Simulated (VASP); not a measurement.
# As (P6/mmm) in VASP: further runs

The runs below take As through single point, with PBE.

Everything below comes from runs of VASP 6.6.1. Logs are shortened: lines on timing, memory, paths and dates and some standing lists are left out, and cuts for length are marked.

## Step 1: The cell of the first run

It takes space group P6/mmm (No. 191, hexagonal). Conventional cell: a = 4.275 Å, b = 4.275 Å, c = 2.485 Å, α = 90.00°, β = 90.00°, γ = 120.00°. Within 3.3 Å of As (site symmetry 6/mmm) lie 14 As at 2.49 to 2.76 Å. As (site symmetry -6m2) has 11 As at 2.47 to 2.76 Å within 3.3 Å.

## Step 2: Single point, PBE (volume scaled by 0.68)

INCAR

```
  ALGO = Normal
  EDIFF = 1E-6
  ENCUT = 520
  GGA = PE
  ISIF = 2
  ISMEAR = -1
  LASPH = True
  LCHARG = True
  LELF = True
  LREAL = False
  LVHAR = True
  LWAVE = False
  NBANDS = 14
  NELM = 100
  PREC = Accurate
  SIGMA = 0.1
```

KPOINTS

```
k-points
0
Gamma
  8 8 10
```

POSCAR

```
As
1.0
    4.2751640562      0.0000000000      0.0000000000
   -2.1375820281      3.7024006780      0.0000000000
    0.0000000000      0.0000000000      2.4854948962
As
3
Direct
    0.0000000000      0.0000000000      0.0000000000
    0.3333333333      0.6666666667      0.5000000000
    0.6666666667      0.3333333333      0.5000000000
```

Potentials or basis: VASP PAW PBE potentials, release 64 (As).

On the command line:

```bash
$ cat potpaw_PBE.64/As/POTCAR > POTCAR
$ mpirun -np 1 vasp_std > vasp.out
```

OUTCAR:

```text
EDIFF = 1E-6
   ENCUT = 520
   GGA = PE
   ISIF = 2
   ISMEAR = -1
   LASPH = True
   LREAL = False
   NELM = 100
   PREC = Accurate

 ion  position               nearest neighbor table
   1  0.000  0.000  0.000-   2 2.76   3 2.76   2 2.76   3 2.76   2 2.76   2 2.76   3 2.76   3 2.76
                             3 2.76   3 2.76   2 2.76   2 2.76
   2  0.333  0.667  0.500-   3 2.47   3 2.47   3 2.47   1 2.76   1 2.76   1 2.76   1 2.76   1 2.76
                             1 2.76
   3  0.667  0.333  0.500-   2 2.47   2 2.47   2 2.47   1 2.76   1 2.76   1 2.76   1 2.76   1 2.76
                             1 2.76

  LATTYP: Found a hexagonal cell.
 ALAT       =     4.2751640562
 C/A-ratio  =     0.5813800040

  Lattice vectors:

 A1 = (   4.2751640562,   0.0000000000,   0.0000000000)
 A2 = (  -2.1375820281,   3.7024006780,   0.0000000000)
 A3 = (   0.0000000000,   0.0000000000,   2.4854948962)

Analysis of symmetry for initial positions (statically):
=====================================================================
 Subroutine PRICEL returns:
 Original cell was already a primitive cell.

 Routine SETGRP: Setting up the symmetry group for a
 hexagonal supercell.

 Subroutine GETGRP returns: Found 24 space group operations
 (whereof 24 operations were pure point group operations)
 out of a pool of 24 trial point group operations.

The static configuration has the point symmetry D_6h.

Analysis of symmetry for dynamics (positions and initial velocities):
=====================================================================
 Subroutine PRICEL returns:
 Original cell was already a primitive cell.

 Routine SETGRP: Setting up the symmetry group for a
 hexagonal supercell.

 Subroutine GETGRP returns: Found 24 space group operations
 (whereof 24 operations were pure point group operations)
 out of a pool of 24 trial point group operations.

The dynamic configuration has the point symmetry D_6h.

 Subroutine INISYM returns: Found 24 space group operations
 (whereof 24 operations are pure point group operations),
 and found     1 'primitive' translations

----------------------------------------------------------------------------------------

                                     Primitive cell

  volume of cell :      39.3413

  direct lattice vectors                    reciprocal lattice vectors
     4.275164056  0.000000000  0.000000000     0.233909152  0.135047512  0.000000000
    -2.137582028  3.702400678  0.000000000     0.000000000  0.270095024  0.000000000
     0.000000000  0.000000000  2.485494896     0.000000000  0.000000000  0.402334361

  length of vectors
     4.275164056  4.275164056  2.485494896     0.270095024  0.270095024  0.402334361

  position of ions in fractional coordinates (direct lattice)
     0.000000000  0.000000000  0.000000000
     0.333333333  0.666666667  0.500000000
     0.666666667  0.333333333  0.500000000

  ion indices of the primitive-cell ions
   primitive index   ion index
                 1           1
                 2           2
                 3           3

----------------------------------------------------------------------------------------

 KPOINTS: k-points

Automatic generation of k-mesh.
 Grid dimensions read from file:
 generate k-points for:    8    8   10

 Generating k-lattice:

  Cartesian coordinates                     Fractional coordinates (reciprocal lattice)
     0.029238644  0.016880939  0.000000000     0.125000000  0.000000000  0.000000000
     0.000000000  0.033761878  0.000000000     0.000000000  0.125000000  0.000000000
     0.000000000  0.000000000  0.040233436     0.000000000  0.000000000  0.100000000

  Length of vectors
     0.033761878  0.033761878  0.040233436

  Shift w.r.t. Gamma in fractional coordinates (k-lattice)
     0.000000000  0.000000000  0.000000000

 Subroutine IBZKPT returns following result:
 ===========================================

 Found     60 irreducible k-points:

 Following reciprocal coordinates:
            Coordinates               Weight
  0.000000  0.000000  0.000000      1.000000
  0.125000  0.000000  0.000000      6.000000
  0.250000  0.000000  0.000000      6.000000
  0.375000  0.000000  0.000000      6.000000
  0.500000  0.000000  0.000000      3.000000
  0.125000  0.125000  0.000000      6.000000
[... 16 lines left out ...]
  0.250000  0.000000  0.200000     12.000000
  0.375000  0.000000  0.200000     12.000000
 [... further k-points ...]
   k-points           NKPTS =     60   k-points in BZ     NKDIM =     60   number of bands    NBANDS=     14
   number of dos      NEDOS =    301   number of ions     NIONS =      3
   total plane-waves  NPLWV =  18432
   dimension x,y,z NGX =    32 NGY =   32 NGZ =   18
   dimension x,y,z NGXF=    64 NGYF=   64 NGZF=   36
   ions per type =               3
   NGX,Y,Z   is equivalent  to a cutoff of  12.44, 12.44, 12.04 a.u.
   NGXF,Y,Z  is equivalent  to a cutoff of  24.89, 24.89, 24.08 a.u.
 SYSTEM =  unknown system
   PREC   = accura    normal or accurate (medium, high low for compatibility)
   ISTART =      0    job   : 0-new  1-cont  2-samecut
   ICHARG =      2    charge: 1-file 2-atom 10-const
   ISPIN  =      1    spin polarized calculation?
   LNONCOLLINEAR =      F non collinear calculations
   LSORBIT =      F    spin-orbit coupling
   LASPH  =      T    aspherical Exc in radial PAW
   ENCUT  =  520.0 eV  38.22 Ry    6.18 a.u.   7.95  7.95  4.62*2*pi/ulx,y,z
   NELM   =    100;   NELMIN=  2; NELMDL= -5     # of ELM steps
   EDIFF  = 0.1E-05   stopping-criterion for ELM
   LREAL  =      F    real-space projection
   EDIFFG = 0.1E-04   stopping-criterion for IOM
   NSW    =      0    number of steps for IOM
   IBRION =     -1    ionic relax: 0-MD 1-quasi-New 2-CG
   NFREE  =      0    steps in history (QN), initial steepest desc. (CG)
   ISIF   =      2    stress and relaxation
   ISYM   =      2    0-nonsym 1-usesym 2-fastsym
   POTIM  = 0.5000    time-step for ionic-motion
   TEBEG  =    0.0;   TEEND  =   0.0 temperature during run
   PSTRESS=    0.0 pullay stress
   NELECT =      15.0000    total number of electrons
   NUPDOWN=      -1.0000    fix difference up-down
   EMIN   =  10.00;   EMAX   =-10.00  energy-range for DOS
   EFERMI =   0.00;   METHOD = LEGACY
   ISMEAR =    -1;   SIGMA  =   0.10  broadening in eV -4-tet -1-fermi 0-gaus
   EFERMI_NEDOS =   21; number of points for ismear=-14 and -15
   IALGO  =     38    algorithm
   IMIX   =      4    mixing-type and parameters
     AMIX     =   0.40;   BMIX     =  1.00
     AMIX_MAG =   1.60;   BMIX_MAG =  1.00
  volume/ion in A,a.u.               =      13.11        88.50
  Fermi-wavevector in a.u.,A,eV,Ry     =   1.187104  2.243302 19.173557  1.409217
  Thomas-Fermi vector in A             =   2.323263
   LORBIT       =      0    0 simple, 1 ext, 2 COOP (PROOUT), +10 PAW based schemes
   GGA     = PE    functional components
[... 5 lines left out ...]
 non-spin polarized calculation
  energy-cutoff  :      520.00
  volume of cell :       39.34
 maximum number of plane-waves:      1078
 NGX is ok and might be reduce to    32
   NGX = 15   NGY = 15   NGZ =  9

 number of electron      14.9999998 magnetization

 Free energy of the ion-electron system (eV)
  ---------------------------------------------------
  ext. energy  EPLUGINS =         0.00000000
  ---------------------------------------------------
  free energy    TOTEN  =        -9.78046722 eV

  energy without entropy =       -9.74338514  energy(sigma->0) =       -9.76192618

 E-fermi :  11.5462     XC(G=0): -12.4798

 val. band max:       11.5110007758   @ k =   0.3750   0.2500   0.2000
 cond. band min:      11.5826967708   @ k =   0.2500   0.2500   0.5000
 fundamental gap:      0.0716959950
 Fermi energy:        11.5462282690

 k-point     1 :       0.0000    0.0000    0.0000
  band No.  band energies     occupation
      1      -7.7176      2.00000
      2       1.3754      2.00000
      3       1.4829      2.00000
      4       4.3665      2.00000
      5       4.3665      2.00000
      6       4.6538      2.00000
      7       4.6538      2.00000
      8      15.0517      0.00000
      9      19.3780      0.00000
     10      20.6328      0.00000
     11      20.6328      0.00000
     12      22.1957      0.00000
     13      22.2555      0.00000
     14      26.1085      0.00000

 k-point     2 :       0.1250    0.0000    0.0000
  band No.  band energies     occupation
      1      -7.5463      2.00000
      2       0.3281      2.00000
      3       0.8829      2.00000
      4       3.2687      2.00000
      5       4.5326      2.00000
      6       6.0836      2.00000
      7       6.7783      2.00000
      8      15.2247      0.00000
      9      18.9495      0.00000
     10      19.7030      0.00000
     11      19.8860      0.00000
     12      21.7581      0.00000
     13      21.9373      0.00000
     14      25.3785      0.00000

 k-point     3 :       0.2500    0.0000    0.0000
  band No.  band energies     occupation
      1      -7.0325      2.00000
      2      -1.6364      2.00000
      3       0.1976      2.00000
      4       2.3821      2.00000
      5       6.0912      2.00000
      6       7.9614      2.00000
      7       9.7645      2.00000
      8      15.7386      0.00000
      9      16.2558      0.00000
     10      17.8084      0.00000
     11      19.9975      0.00000
     12      20.5328      0.00000
     13      21.4346      0.00000
     14      24.4921      0.00000
[... 324 lines left out ...]
 k-point    23 :       0.2500    0.0000    0.2000
  band No.  band energies     occupation
      1      -6.0620      2.00000
      2      -0.6876      2.00000
      3       1.1067      2.00000
      4       3.3519      2.00000
      5       6.8906      2.00000
      6       8.8350      2.00000
      7       9.0099      2.00000
      8      10.6912      1.99961
      9      14.1974      0.00000
     10      15.5844      0.00000
     11      16.9558      0.00000
     12      17.2242      0.00000
     13      20.8026      0.00000
     14      22.5932      0.00000

 k-point    24 :       0.3750    0.0000    0.2000
  band No.  band energies     occupation
      1      -5.2078      2.00000
      2      -2.4952      2.00000
      3       0.6663      2.00000
      4       2.8232      2.00000
      5       8.7121      2.00000
      6      10.0639      2.00000
      7      10.9212      1.99615
      8      11.9704      0.02835
      9      14.2502      0.00000
     10      14.4528      0.00000
     11      15.2571      0.00000
     12      15.5129      0.00000
     13      19.3976      0.00000
     14      22.6553      0.00000

 [... further k-points ...]
[... 5 lines left out ...]
  --------------------------------------------------------------------------------------
  -------------------------------------------------------------------------------------
  Total       17.5698999     17.5698999     17.5622499      0.0000000      0.0000000      0.0000000
  in kB      715.5348514    715.5348514    715.2233041      0.0000000      0.0000000      0.0000000
  external PRESSURE =     715.4310023 kB  Pullay stress =       0.0000000 kB

 VOLUME and BASIS-vectors are now :
 -----------------------------------------------------------------------------
  energy-cutoff  :      520.00
  volume of cell :       39.34
      direct lattice vectors                 reciprocal lattice vectors
     4.275164056  0.000000000  0.000000000     0.233909152  0.135047512  0.000000000
    -2.137582028  3.702400678  0.000000000     0.000000000  0.270095024  0.000000000
     0.000000000  0.000000000  2.485494896     0.000000000  0.000000000  0.402334361

 POSITION                                       TOTAL-FORCE (eV/Angst)
 -----------------------------------------------------------------------------------
      0.00000      0.00000      0.00000        -0.000000      0.000000      0.000000
     -0.00000      2.46827      1.24275         0.000000      0.000000     -0.000000
      2.13758      1.23413      1.24275        -0.000000      0.000000      0.000000
 -----------------------------------------------------------------------------------
    total drift:                               -0.000000      0.000000      0.000000

  FREE ENERGIE OF THE ION-ELECTRON SYSTEM (eV)
  ---------------------------------------------------
  free  energy   TOTEN  =        -9.7804672220 eV

  energy  without entropy=       -9.7433851448  energy(sigma->0) =       -9.76192618
```

Wall time 17 s (1 thread of Intel Xeon Platinum 8259CL at 2.50GHz (Skylake/Cascade Lake), shared host); peak memory 0.16 GiB.

What came out:

```
Free energy : -9.7805 eV
Pressure    : 71.5 GPa
```

Caveat: the cell differs from its parent crystal (volume scaled by 0.68).

## Step 3: Single point, PBE

This run uses another cell than the first one, of 16.97 Å³/atom, 1.294 times its volume.

INCAR

```
SYSTEM = As
PREC     = Accurate       ! precision mode
ENCUT    = 520            ! plane-wave cutoff, eV
EDIFF    = 1E-6           ! SCF threshold, eV
ISMEAR   = -1             ! smearing method
SIGMA    = 0.1            ! smearing width, eV
LREAL    = .FALSE.        ! projectors in reciprocal space
LASPH    = .TRUE.         ! aspherical terms in the spheres
NELM     = 80             ! most SCF steps
ALGO     = Normal         ! electronic algorithm
ISIF     = 2              ! what is computed and relaxed
LWAVE    = .FALSE.        ! write WAVECAR
LCHARG   = .TRUE.         ! write CHGCAR
GGA      = PE             ! functional
LELF     = .TRUE.         ! ELF
LVHAR    = .TRUE.       
NBANDS   = 14             ! bands
```

KPOINTS

```
Automatic mesh
0
G
  8 8 10
  0 0 0
```

POSCAR

```
As
1.0
    4.6578764910      0.0000000000      0.0000000000
   -2.3289382455      4.0338393689      0.0000000000
    0.0000000000      0.0000000000      2.7096691590
As
3
Direct
    0.0000000000      0.0000000000      0.0000000000
    0.3333333333      0.6666666667      0.5000000000
    0.6666666667      0.3333333333      0.5000000000
```

Potentials or basis: VASP PAW PBE potentials, release 64 (As).

On the command line:

```bash
$ cat potpaw_PBE.64/As/POTCAR > POTCAR
$ mpirun -np 1 vasp_std > vasp.out
```

OUTCAR:

```text
SYSTEM = As
   PREC = Accurate
   ENCUT = 520
   EDIFF = 1E-6
   ISMEAR = -1
   LREAL = .FALSE.
   LASPH = .TRUE.
   NELM = 80
   ISIF = 2
   GGA = PE

 ion  position               nearest neighbor table
   1  0.000  0.000  0.000-
   2  0.333  0.667  0.500-   3 2.69   3 2.69   3 2.69
   3  0.667  0.333  0.500-   2 2.69   2 2.69   2 2.69

  LATTYP: Found a hexagonal cell.
 ALAT       =     4.6578764910
 C/A-ratio  =     0.5817391604

  Lattice vectors:

 A1 = (   4.6578764910,   0.0000000000,   0.0000000000)
[... 590 lines left out ...]
     12      11.2080      0.00000
     13      15.7726      0.00000
     14      17.5739      0.00000

 [... further k-points ...]
[... 5 lines left out ...]
  --------------------------------------------------------------------------------------
  -------------------------------------------------------------------------------------
  Total        4.3406615      4.3406615      4.3449845     -0.0000000     -0.0000000      0.0000000
  in kB      136.5977861    136.5977861    136.7338293     -0.0000000     -0.0000000      0.0000000
  external PRESSURE =     136.6431338 kB  Pullay stress =       0.0000000 kB

 VOLUME and BASIS-vectors are now :
 -----------------------------------------------------------------------------
  energy-cutoff  :      520.00
  volume of cell :       50.91
      direct lattice vectors                 reciprocal lattice vectors
     4.657876491  0.000000000  0.000000000     0.214690107  0.123951391  0.000000000
    -2.328938245  4.033839369  0.000000000     0.000000000  0.247902782  0.000000000
     0.000000000  0.000000000  2.709669159     0.000000000  0.000000000  0.369048744

 POSITION                                       TOTAL-FORCE (eV/Angst)
 -----------------------------------------------------------------------------------
      0.00000      0.00000      0.00000         0.000000      0.000000     -0.000000
     -0.00000      2.68923      1.35483         0.000000      0.000000      0.000000
      2.32894      1.34461      1.35483        -0.000000      0.000000     -0.000000
 -----------------------------------------------------------------------------------
    total drift:                               -0.000000      0.000000     -0.000000

  FREE ENERGIE OF THE ION-ELECTRON SYSTEM (eV)
  ---------------------------------------------------
  free  energy   TOTEN  =       -12.4552051770 eV

  energy  without entropy=      -12.4096706974  energy(sigma->0) =      -12.43243794
```

OSZICAR:

```text
N       E                     dE             d eps       ncg     rms          rms(c)
DAV:   1     0.413264545352E+02    0.41326E+02   -0.60868E+03  1680   0.899E+02
DAV:   2    -0.101009252791E+02   -0.51427E+02   -0.47889E+02  2224   0.139E+02
DAV:   3    -0.124568100249E+02   -0.23559E+01   -0.23218E+01  2010   0.290E+01
DAV:   4    -0.124674976187E+02   -0.10688E-01   -0.10685E-01  1992   0.214E+00
DAV:   5    -0.124675178362E+02   -0.20217E-04   -0.20218E-04  2094   0.999E-02    0.418E+00
DAV:   6    -0.124593488182E+02    0.81690E-02   -0.31886E-03  1980   0.344E-01    0.247E+00
DAV:   7    -0.124551617181E+02    0.41871E-02   -0.68214E-03  1968   0.498E-01    0.688E-02
DAV:   8    -0.124551958381E+02   -0.34120E-04   -0.12771E-04  2028   0.787E-02    0.364E-02
DAV:   9    -0.124552047254E+02   -0.88873E-05   -0.11973E-05  2046   0.260E-02    0.372E-03
DAV:  10    -0.124552051770E+02   -0.45160E-06   -0.26922E-07  1230   0.336E-03
   1 F= -.12455205E+02 E0= -.12432438E+02  d E =-.455345E-01
```

Wall time 30 s (1 thread of Intel Xeon Platinum 8259CL at 2.50GHz (Skylake/Cascade Lake), shared host); peak memory 0.18 GiB.

What came out:

| Quantity | Value |
| --- | --- |
| Free energy | -12.4552 eV |
| Pressure | 13.7 GPa |
